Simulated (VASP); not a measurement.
Runs of VASP 6.6.1 on TiSi2. The structure is that of space group Cmcm (No. 63), or close to it. The cells are those of the table. 

```csv
cell,gap on the mesh (eV),pressure (GPa),largest force (eV/Å)
"a = 6.882, b = 6.882, c = 3.514 Å, angles 90.0, 90.0, 150.7°, 6 atoms",none,(b),0.18
"a = 6.958, b = 6.958, c = 3.643 Å, angles 90.0, 90.0, 149.9°, 6 atoms",none,-3.8,0.13
"a = 7.359, b = 7.359, c = 3.485 Å, angles 90.0, 90.0, 152.9°, 6 atoms",none,2.5,0.57
"a = 7.171, b = 7.171, c = 3.461 Å, angles 90.0, 90.0, 152.3°, 6 atoms",none,8.0,0.38
"a = 7.133, b = 7.133, c = 3.508 Å, angles 90.0, 90.0, 151.8°, 6 atoms",none,(c),0.26
"a = 6.796, b = 6.796, c = 3.603 Å, angles 90.0, 90.0, 149.5°, 6 atoms",none,(a),0.40
"a = 7.247, b = 7.247, c = 3.609 Å, angles 90.0, 90.0, 151.4°, 6 atoms",none,-5.9,0.30
"a = 6.715, b = 6.715, c = 3.627 Å, angles 90.0, 90.0, 148.9°, 6 atoms",none,2.2,0.57
"a = 7.191, b = 7.191, c = 3.672 Å, angles 90.0, 90.0, 150.7°, 6 atoms",none,-9.0,0.19
"a = 7.046, b = 7.046, c = 3.531 Å, angles 90.0, 90.0, 151.2°, 6 atoms",none,3.4,0.10
"a = 7.108, b = 7.108, c = 3.452 Å, angles 90.0, 90.0, 152.1°, 6 atoms",none,10.2,0.31
"a = 7.428, b = 7.428, c = 3.607 Å, angles 90.0, 90.0, 152.1°, 6 atoms",none,-7.9,0.48
```

Alike in all rows: task single point; level PBE; potentials or basis VASP PAW PBE potentials, release 64 (Ti_sv, Si); no spin polarisation; k mesh 12 × 12 × 12; cutoff (eV) 520; smearing gaussian 0.15 eV.

Fill in the values left out.

(a) 2.3; (b) 8.5; (c) 4.0.

Caveats: the cell stands under pressure (at least some runs); the cell stands under tension (at least some runs).

A gap of «none» marks levels without a gap at the run's occupations.
